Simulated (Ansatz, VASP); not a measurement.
# CuAs in VASP and in Ansatz

Contents of INCAR:

```
SYSTEM = CuAs
ALGO = Normal
EDIFF = 1E-6
ENCUT = 520
GGA = CA
ISIF = 2
ISMEAR = 0
LASPH = .TRUE.
LCHARG = .TRUE.
LELF = .TRUE.
LREAL = .FALSE.
LVHAR = .TRUE.
LWAVE = .FALSE.
NBANDS = 24
NELM = 60
PREC = Accurate
SIGMA = 0.15
```

The input KPOINTS:

```
k-points
0
G
  15 15 10
  0 0 0
```

Contents of POSCAR:

```
CuAs
1.0
    4.1204777391      0.0000000000      0.0000000000
   -2.0602388696      3.5684383978      0.0000000000
    0.0000000000      0.0000000000      4.4146798497
Cu As
2 2
Direct
    0.0000000000      0.0000000000      0.5000000000
    0.0000000000      0.0000000000      0.0000000000
    0.6666666667      0.3333333333      0.7500000000
    0.3333333333      0.6666666667      0.2500000000
```

Input for Ansatz:

```yaml
crystal:
  lattice:
    - [4.1204777391, 0.0, 0.0]
    - [-2.0602388696, 3.5684383978, 0.0]
    - [0.0, 0.0, 4.4146798497]
  atoms:
    - { symbol: Cu, position: [0.0, 0.0, 0.5] }
    - { symbol: Cu, position: [0.0, 0.0, 0.0] }
    - { symbol: As, position: [0.6666666667, 0.3333333333, 0.75] }
    - { symbol: As, position: [0.3333333333, 0.6666666667, 0.25] }
basis:
  ecutwfc: 520.0
kpoints:
  mp_grid: { grid: [15, 15, 10] }
hamiltonian:
  xc: lda
scf:
  occupations: { method: gaussian, width: 0.15 }
output:
  forces: true
  stress: true
  eigenvalues: true
```

Alike in both runs: task single point; functional LDA; k mesh 15 × 15 × 10; occupations gaussian, width 0.15 eV; no spin polarisation.

|  | VASP | Ansatz |
| --- | --- | --- |
| version | VASP 6.6.1 | Ansatz 0.2.0 |
| potentials or method | VASP PAW LDA potentials, release 64 (Cu, As), cutoff 520 eV | scalar-relativistic, plane waves, PAW |
| valence electrons in the cell | 32 | 68 |

|  | VASP | Ansatz | Ansatz less VASP |
| --- | --- | --- | --- |
| gap on the k mesh at the Fermi level (eV) | none | none | - |
| pressure (GPa) | -4.9 | -5.3 | -0.43 |
| traceless stress, the component that is largest in VASP (GPa) | 18.09 | 18.08 | -0.006 |

LDA's correlation is that of Perdew and Zunger in VASP and of Perdew and Wang (1992) in Ansatz. A gap of «none» marks a metal or a gap that the smearing closes. VASP's potentials hold 32 valence electrons a cell and Ansatz's 68, so a difference there can come from the potentials and not from the codes.
